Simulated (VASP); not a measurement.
# Al (P6_3/mmc) in VASP: notebook

Al is run at these levels: PBEsol; tasks: single point.

Everything below comes from runs of VASP 6.6.1. Logs are shortened: lines on timing, memory, paths and dates and some standing lists are left out, and cuts for length are marked.

## (1) The cell of the first run

It takes space group P6_3/mmc (No. 194, hexagonal). The conventional cell has a = 2.650 Å, b = 2.650 Å, c = 4.935 Å, α = 90.00°, β = 90.00°, γ = 120.00°. Al (site symmetry -6m2) has 12 Al at 2.65 to 2.90 Å within 3.5 Å.

## (2) Single point, PBEsol

INCAR reads:

```
SYSTEM = Al
PREC     = Accurate       ! precision mode
ENCUT    = 520            ! plane-wave cutoff, eV
EDIFF    = 1E-6           ! SCF threshold, eV
ISMEAR   = 0              ! smearing method
SIGMA    = 0.15           ! smearing width, eV
LREAL    = .FALSE.        ! projectors in reciprocal space
LASPH    = .TRUE.         ! aspherical terms in the spheres
NELM     = 80             ! most SCF steps
ALGO     = Normal         ! electronic algorithm
ISIF     = 2              ! what is computed and relaxed
LWAVE    = .FALSE.        ! write WAVECAR
LCHARG   = .FALSE.        ! write CHGCAR
GGA      = PS             ! functional
NBANDS   = 10             ! bands
```

KPOINTS reads:

```
regular mesh
0
G
  18 18 10
  0 0 0
```

POSCAR reads:

```
Al
1.0
    2.6502000000      0.0000000000      0.0000000000
   -1.3251000000      2.2951405251      0.0000000000
    0.0000000000      0.0000000000      4.9351000000
Al
2
Direct
    0.6666666667      0.3333333333      0.7500000000
    0.3333333333      0.6666666667      0.2500000000
```

Potentials or basis: VASP PAW PBE potentials, release 64 (Al).

Command:

```bash
$ cat potpaw_PBE.64/Al/POTCAR > POTCAR
$ mpirun -np 1 vasp_std > vasp.out
```

OUTCAR:

```text
SYSTEM = Al
   PREC = Accurate
   ENCUT = 520
   EDIFF = 1E-6
   ISMEAR = 0
   LREAL = .FALSE.
   LASPH = .TRUE.
   NELM = 80
   ISIF = 2
   GGA = PS

 ion  position               nearest neighbor table
   1  0.667  0.333  0.750-   2 2.90   2 2.90   2 2.90   2 2.90   2 2.90   2 2.90
   2  0.333  0.667  0.250-   1 2.90   1 2.90   1 2.90   1 2.90   1 2.90   1 2.90

  LATTYP: Found a hexagonal cell.
 ALAT       =     2.6502000000
 C/A-ratio  =     1.8621613463

  Lattice vectors:

 A1 = (   2.6502000000,   0.0000000000,   0.0000000000)
 A2 = (  -1.3251000000,   2.2951405251,   0.0000000000)
 A3 = (   0.0000000000,   0.0000000000,   4.9351000000)

Analysis of symmetry for initial positions (statically):
=====================================================================
 Subroutine PRICEL returns:
 Original cell was already a primitive cell.

 Routine SETGRP: Setting up the symmetry group for a
 hexagonal supercell.

 Subroutine GETGRP returns: Found 24 space group operations
 (whereof 12 operations were pure point group operations)
 out of a pool of 24 trial point group operations.

The static configuration has the point symmetry D_3d.
 The point group associated with its full space group is D_6h.

Analysis of symmetry for dynamics (positions and initial velocities):
=====================================================================
 Subroutine PRICEL returns:
 Original cell was already a primitive cell.

 Routine SETGRP: Setting up the symmetry group for a
 hexagonal supercell.

 Subroutine GETGRP returns: Found 24 space group operations
 (whereof 12 operations were pure point group operations)
 out of a pool of 24 trial point group operations.

The dynamic configuration has the point symmetry D_3d.
 The point group associated with its full space group is D_6h.

 Subroutine INISYM returns: Found 24 space group operations
 (whereof 12 operations are pure point group operations),
 and found     1 'primitive' translations

----------------------------------------------------------------------------------------

                                     Primitive cell

  volume of cell :      30.0181

  direct lattice vectors                    reciprocal lattice vectors
     2.650200000  0.000000000  0.000000000     0.377330013  0.217851584  0.000000000
    -1.325100000  2.295140525  0.000000000     0.000000000  0.435703169  0.000000000
     0.000000000  0.000000000  4.935100000     0.000000000  0.000000000  0.202630139

  length of vectors
     2.650200000  2.650200000  4.935100000     0.435703169  0.435703169  0.202630139

  position of ions in fractional coordinates (direct lattice)
     0.666666667  0.333333333  0.750000000
     0.333333333  0.666666667  0.250000000

  ion indices of the primitive-cell ions
   primitive index   ion index
                 1           1
                 2           2

----------------------------------------------------------------------------------------

 KPOINTS: regular mesh

Automatic generation of k-mesh.
 Grid dimensions read from file:
 generate k-points for:   18   18   10

 Generating k-lattice:

  Cartesian coordinates                     Fractional coordinates (reciprocal lattice)
     0.020962778  0.012102866  0.000000000     0.055555556  0.000000000  0.000000000
     0.000000000  0.024205732  0.000000000     0.000000000  0.055555556  0.000000000
     0.000000000  0.000000000  0.020263014     0.000000000  0.000000000  0.100000000

  Length of vectors
     0.024205732  0.024205732  0.020263014

  Shift w.r.t. Gamma in fractional coordinates (k-lattice)
     0.000000000  0.000000000  0.000000000

 Subroutine IBZKPT returns following result:
 ===========================================

 Found    222 irreducible k-points:

 Following reciprocal coordinates:
            Coordinates               Weight
  0.000000  0.000000  0.000000      1.000000
  0.055556  0.000000  0.000000      6.000000
  0.111111  0.000000  0.000000      6.000000
  0.166667  0.000000  0.000000      6.000000
  0.222222  0.000000  0.000000      6.000000
  0.277778  0.000000  0.000000      6.000000
[... 16 lines left out ...]
  0.333333  0.111111  0.000000     12.000000
  0.388889  0.111111  0.000000     12.000000
 [... further k-points ...]
   k-points           NKPTS =    222   k-points in BZ     NKDIM =    222   number of bands    NBANDS=     10
   number of dos      NEDOS =    301   number of ions     NIONS =      2
   total plane-waves  NPLWV =  16000
   dimension x,y,z NGX =    20 NGY =   20 NGZ =   40
   dimension x,y,z NGXF=    40 NGYF=   40 NGZF=   80
   ions per type =               2
   NGX,Y,Z   is equivalent  to a cutoff of  12.55, 12.55, 13.47 a.u.
   NGXF,Y,Z  is equivalent  to a cutoff of  25.09, 25.09, 26.95 a.u.
 SYSTEM =  Al
   PREC   = accura    normal or accurate (medium, high low for compatibility)
   ISTART =      0    job   : 0-new  1-cont  2-samecut
   ICHARG =      2    charge: 1-file 2-atom 10-const
[... 69 lines left out ...]
      6      22.2021      0.00000
      7      22.2021      0.00000
      8      22.5743      0.00000
      9      22.5743      0.00000
     10      25.8273      0.00000

 k-point     2 :       0.0556    0.0000    0.0000
  band No.  band energies     occupation
      1      -2.7579      2.00000
      2       2.9282      2.00000
      3       3.4243      2.00000
      4      18.9773      0.00000
      5      20.1171      0.00000
      6      20.6067      0.00000
      7      21.2223      0.00000
      8      22.4452      0.00000
      9      23.5584      0.00000
     10      25.3338      0.00000

 k-point     3 :       0.1111    0.0000    0.0000
  band No.  band energies     occupation
      1      -2.4985      2.00000
      2       3.1808      2.00000
      3       3.6666      2.00000
      4      17.7965      0.00000
      5      19.5406      0.00000
      6      20.1894      0.00000
      7      20.3212      0.00000
      8      21.1874      0.00000
      9      23.9222      0.00000
     10      24.0232      0.00000

 k-point     4 :       0.1667    0.0000    0.0000
  band No.  band energies     occupation
      1      -2.0674      2.00000
      2       3.5983      2.00000
      3       4.0706      2.00000
      4      15.5865      0.00000
      5      19.2839      0.00000
      6      19.3889      0.00000
      7      19.6659      0.00000
      8      20.6461      0.00000
      9      21.5615      0.00000
     10      22.8750      0.00000

 k-point     5 :       0.2222    0.0000    0.0000
  band No.  band energies     occupation
      1      -1.4665      2.00000
      2       4.1741      2.00000
      3       4.6365      2.00000
      4      13.3769      0.00000
      5      17.7708      0.00000
      6      18.5153      0.00000
      7      19.2310      0.00000
      8      19.4500      0.00000
      9      21.1633      0.00000
     10      22.1907      0.00000

 k-point     6 :       0.2778    0.0000    0.0000
  band No.  band energies     occupation
      1      -0.6986      2.00000
      2       4.8949      2.00000
      3       5.3644      2.00000
      4      11.2852      0.00000
      5      15.9995      0.00000
      6      17.0713      0.00000
      7      17.8862      0.00000
      8      19.1797      0.00000
      9      21.7690      0.00000
     10      21.9439      0.00000
[... 183 lines left out ...]
 k-point    21 :       0.2222    0.1111    0.0000
  band No.  band energies     occupation
      1      -0.4438      2.00000
      2       5.1330      2.00000
      3       5.6072      2.00000
      4      11.4863      0.00000
      5      14.1437      0.00000
      6      16.9698      0.00000
      7      17.2737      0.00000
      8      19.3363      0.00000
      9      20.3405      0.00000
     10      22.0111      0.00000

 k-point    22 :       0.2778    0.1111    0.0000
  band No.  band energies     occupation
      1       0.4854      2.00000
      2       5.9503      2.00000
      3       6.4971      2.00000
      4       9.5838      0.00000
      5      13.3107      0.00000
      6      15.2797      0.00000
      7      15.4995      0.00000
      8      18.9977      0.00000
      9      19.7420      0.00000
     10      21.9809      0.00000

 k-point    23 :       0.3333    0.1111    0.0000
  band No.  band energies     occupation
      1       1.5726      2.00000
      2       6.5637      2.00000
      3       7.5477      2.00000
      4       8.1533      2.00000
      5      12.2923      0.00000
      6      13.4274      0.00000
      7      14.4742      0.00000
      8      18.7218      0.00000
      9      19.3204      0.00000
     10      21.8551      0.00000

 k-point    24 :       0.3889    0.1111    0.0000
  band No.  band energies     occupation
      1       2.8099      2.00000
      2       5.6397      2.00000
      3       8.5112      1.99985
      4       8.7515      1.87420
      5      11.0686      0.00000
      6      11.7391      0.00000
      7      13.9578      0.00000
      8      18.5456      0.00000
      9      19.0689      0.00000
     10      21.7355      0.00000

 [... further k-points ...]

------------------------ aborting loop because EDIFF is reached ----------------------------------------

  FORCE on cell =-STRESS in cart. coord.  units (eV):
  Direction    XX          YY          ZZ          XY          YZ          ZX
  --------------------------------------------------------------------------------------
  -------------------------------------------------------------------------------------
  Total        2.8533257      2.8533257      0.1194675      0.0000000      0.0000000      0.0000000
  in kB      152.2923321    152.2923321      6.3764130      0.0000000      0.0000000      0.0000000
  external PRESSURE =     103.6536924 kB  Pullay stress =       0.0000000 kB

 VOLUME and BASIS-vectors are now :
 -----------------------------------------------------------------------------
  energy-cutoff  :      520.00
  volume of cell :       30.02
      direct lattice vectors                 reciprocal lattice vectors
     2.650200000  0.000000000  0.000000000     0.377330013  0.217851584  0.000000000
    -1.325100000  2.295140525  0.000000000     0.000000000  0.435703169  0.000000000
     0.000000000  0.000000000  4.935100000     0.000000000  0.000000000  0.202630139

 POSITION                                       TOTAL-FORCE (eV/Angst)
 -----------------------------------------------------------------------------------
      1.32510      0.76505      3.70133         0.000000     -0.000000     -0.000000
     -0.00000      1.53009      1.23378        -0.000000      0.000000      0.000000
 -----------------------------------------------------------------------------------
    total drift:                                0.000000     -0.000000     -0.000000

  FREE ENERGIE OF THE ION-ELECTRON SYSTEM (eV)
  ---------------------------------------------------
  free  energy   TOTEN  =        -7.9590549035 eV

  energy  without entropy=       -7.9516689628  energy(sigma->0) =       -7.95536193
```

It took 28 s on 1 thread of Intel Xeon Platinum 8559C (Emerald Rapids), shared host; peak memory 0.17 GiB.

What came out:

```yaml
Free_energy: -7.9591 eV
Pressure: 10.4 GPa
Band_gap_on_the_k_mesh: zero (band 3 reaches 12.04 eV, above the bottom of band 4 at 5.99 eV)
```

Levels at points of the mesh, in eV from the Fermi level:
| k point | band 1 | band 2 | band 3 | band 4 | band 5 | band 6 |
| --- | --- | --- | --- | --- | --- | --- |
| (0.00, 0.00, 0.00) | -11.76 | -6.07 | -5.57 | 10.14 | 11.13 | 13.29 |
| (0.50, 0.00, 0.00) | -5.05 | -4.88 | 0.22 | 0.71 | 1.20 | 1.31 |
| (0.00, 0.00, 0.50) | -10.25 | -10.25 | 1.30 | 1.30 | 14.01 | 14.01 |
| (0.50, 0.00, 0.50) | -3.99 | -3.99 | -2.93 | -2.93 | 7.24 | 7.24 |

Caveat: the PAW data sets were made with another functional, which shifts forces and pressure a little.

## (3) Single point, PBEsol

This run uses another cell than the first one, of the same volume but with other edges.

INCAR reads:

```
SYSTEM = Al
PREC = Accurate ; ENCUT = 520
EDIFF = 1E-6 ; ISMEAR = 0
SIGMA = 0.15 ; LREAL = .False.
LASPH = .True. ; NELM = 100
ALGO = Fast ; ISIF = 2
LWAVE = .False. ; LCHARG = .False.
GGA = PS ; NBANDS = 10
```

KPOINTS reads:

```
regular mesh
0
Gamma
  18 18 10
  0 0 0
```

POSCAR reads:

```
Al
1.0
    2.8496988417      0.0000000000      0.0000000000
   -1.4248494208      2.4679115900      0.0000000000
    0.0000000000      0.0000000000      4.2672000000
Al
2
Direct
    0.6666666667      0.3333333333      0.7500000000
    0.3333333333      0.6666666667      0.2500000000
```

Potentials or basis: VASP PAW PBE potentials, release 64 (Al).

Command:

```bash
$ cat potpaw_PBE.64/Al/POTCAR > POTCAR
$ mpirun -np 1 vasp_std > vasp.out
```

It took 30 s on 1 thread of Intel Xeon Platinum 8559C (Emerald Rapids), shared host; peak memory 0.17 GiB.

The run converged. Its results:

```yaml
Free_energy: -8.0022 eV
Pressure: 8.9 GPa
Band_gap_on_the_k_mesh: zero (band 3 reaches 14.63 eV, above the bottom of band 4 at 5.49 eV)
```

Stress tensor (GPa, compression positive):
```
 5.57  0.00  0.00
 0.00  5.57  0.00
 0.00  0.00 15.70
```

Levels at points of the mesh, in eV from the Fermi level:
| k point | band 1 | band 2 | band 3 | band 4 | band 5 | band 6 | band 7 |
| --- | --- | --- | --- | --- | --- | --- | --- |
| (0.00, 0.00, 0.00) | -11.81 | -4.40 | -3.39 | 9.88 | 9.88 | 10.35 | 10.35 |
| (0.50, 0.00, 0.00) | -6.00 | -5.77 | 0.74 | 1.60 | 2.20 | 2.52 | 4.95 |
| (0.00, 0.00, 0.50) | -9.80 | -9.80 | 5.42 | 5.42 | 11.27 | 11.27 | 11.27 |
| (0.50, 0.00, 0.50) | -4.35 | -4.35 | -3.49 | -3.49 | 6.66 | 6.66 | 7.74 |

Caveat: the PAW data sets were made with another functional, which shifts forces and pressure a little.

## (4) Single point, PBEsol

This run uses another cell than the first one, of the same volume but with other edges.

INCAR reads:

```
ALGO = Normal
EDIFF = 1E-6
ENCUT = 520
GGA = PS
ISIF = 2
ISMEAR = 0
LASPH = T
LCHARG = F
LREAL = F
LWAVE = F
NBANDS = 10
NELM = 60
PREC = Accurate
SIGMA = 0.15
```

KPOINTS reads:

```
k-points
0
Gamma
  18 18 10
```

POSCAR reads:

```
Al
1.0
    2.6901000000      0.0000000000      0.0000000000
   -1.3450500000      2.3296949387      0.0000000000
    0.0000000000      0.0000000000      4.7867000000
Al
2
Direct
    0.6666666667      0.3333333333      0.7500000000
    0.3333333333      0.6666666667      0.2500000000
```

Command:

```bash
$ cat potpaw_PBE.64/Al/POTCAR > POTCAR
$ mpirun -np 1 vasp_std > vasp.out
```

It took 24 s on 1 thread of Intel Xeon Platinum 8559C (Emerald Rapids), shared host; peak memory 0.17 GiB.

The run converged. Its results:

- Free energy: -8.0240 eV
- Pressure: 9.0 GPa
- Band gap on the k mesh: zero (band 3 reaches 12.58 eV, above the bottom of band 4 at 5.86 eV)

Stress tensor (GPa, compression positive):
```
11.82  0.00  0.00
 0.00 11.82  0.00
 0.00  0.00  3.36
```

Levels at points of the mesh, in eV from the Fermi level:
| k point | band 1 | band 2 | band 3 | band 4 | band 5 | band 6 |
| --- | --- | --- | --- | --- | --- | --- |
| (0.00, 0.00, 0.00) | -11.78 | -5.55 | -5.40 | 11.09 | 12.62 | 12.67 |
| (0.50, 0.00, 0.00) | -5.22 | -5.13 | 0.57 | 0.63 | 1.29 | 1.46 |
| (0.00, 0.00, 0.50) | -10.18 | -10.18 | 2.06 | 2.06 | 13.46 | 13.46 |
| (0.50, 0.00, 0.50) | -4.07 | -4.07 | -3.09 | -3.09 | 7.50 | 7.50 |

Caveat: the PAW data sets were made with another functional, which shifts forces and pressure a little.

## (5) Single point, PBEsol

This run uses another cell than the first one, of 15.21 Å³/atom, 1.013 times its volume.

INCAR reads:

```
PREC     = Accurate       # precision mode
ENCUT    = 520            # plane-wave cutoff, eV
EDIFF    = 1E-7           # SCF threshold, eV
ISMEAR   = 0              # smearing method
SIGMA    = 0.15           # smearing width, eV
LREAL    = False          # projectors in reciprocal space
LASPH    = True           # aspherical terms in the spheres
NELM     = 100            # most SCF steps
ALGO     = Normal         # electronic algorithm
ISIF     = 2              # what is computed and relaxed
LWAVE    = False          # write WAVECAR
LCHARG   = True           # write CHGCAR
GGA      = PS             # functional
LELF     = True           # ELF
LVHAR    = True         
NBANDS   = 10             # bands
```

KPOINTS reads:

```
regular mesh
0
Gamma
  18 18 10
```

POSCAR reads:

```
Al
1.0
    2.7300000000      0.0000000000      0.0000000000
   -1.3650000000      2.3642493523      0.0000000000
    0.0000000000      0.0000000000      4.7125000000
Al
2
Direct
    0.6666666667      0.3333333333      0.7500000000
    0.3333333333      0.6666666667      0.2500000000
```

Command:

```bash
$ cat potpaw_PBE.64/Al/POTCAR > POTCAR
$ mpirun -np 1 vasp_std > vasp.out
```

It took 28 s on 1 thread of Intel Xeon Platinum 8559C (Emerald Rapids), shared host; peak memory 0.17 GiB.

Results (log left out):

- Free energy: -8.0672 eV
- Pressure: 6.9 GPa
- Band gap on the k mesh: zero (band 3 reaches 12.68 eV, above the bottom of band 4 at 5.64 eV)

Stress tensor (GPa, compression positive):
```
8.18 0.00 0.00
0.00 8.18 0.00
0.00 0.00 4.25
```

Levels at points of the mesh, in eV from the Fermi level:
| k point | band 1 | band 2 | band 3 | band 4 | band 5 | band 6 | band 7 | band 8 |
| --- | --- | --- | --- | --- | --- | --- | --- | --- |
| (0.00, 0.00, 0.00) | -11.70 | -5.22 | -5.18 | 11.61 | 12.16 | 12.16 | 12.20 | 12.20 |
| (0.50, 0.00, 0.00) | -5.28 | -5.27 | 0.59 | 0.79 | 1.31 | 1.60 | 6.70 | 8.40 |
| (0.00, 0.00, 0.50) | -10.05 | -10.05 | 2.56 | 2.56 | 12.99 | 12.99 | 12.99 | 12.99 |
| (0.50, 0.00, 0.50) | -4.09 | -4.09 | -3.18 | -3.18 | 7.60 | 7.60 | 8.10 | 8.10 |

Caveat: the PAW data sets were made with another functional, which shifts forces and pressure a little.

## (6) Summary

| cell | gap on the mesh (eV) | pressure (GPa) |
| --- | --- | --- |
| a = 2.650, b = 2.650, c = 4.935 Å, angles 90.0, 90.0, 120.0°, 2 atoms | none | 10.4 |
| a = 2.850, b = 2.850, c = 4.267 Å, angles 90.0, 90.0, 120.0°, 2 atoms | none | 8.9 |
| a = 2.690, b = 2.690, c = 4.787 Å, angles 90.0, 90.0, 120.0°, 2 atoms | none | 9.0 |
| a = 2.730, b = 2.730, c = 4.713 Å, angles 90.0, 90.0, 120.0°, 2 atoms | none | 6.9 |

Alike in all rows: task single point; level PBEsol; potentials or basis VASP PAW PBE potentials, release 64 (Al); no spin polarisation; k mesh 18 × 18 × 10; cutoff (eV) 520; smearing gaussian 0.15 eV.

Caveats: the PAW data sets were made with another functional, which shifts forces and pressure a little.

Total energies depend on the potentials used, so only differences within one code and one set of settings carry meaning.
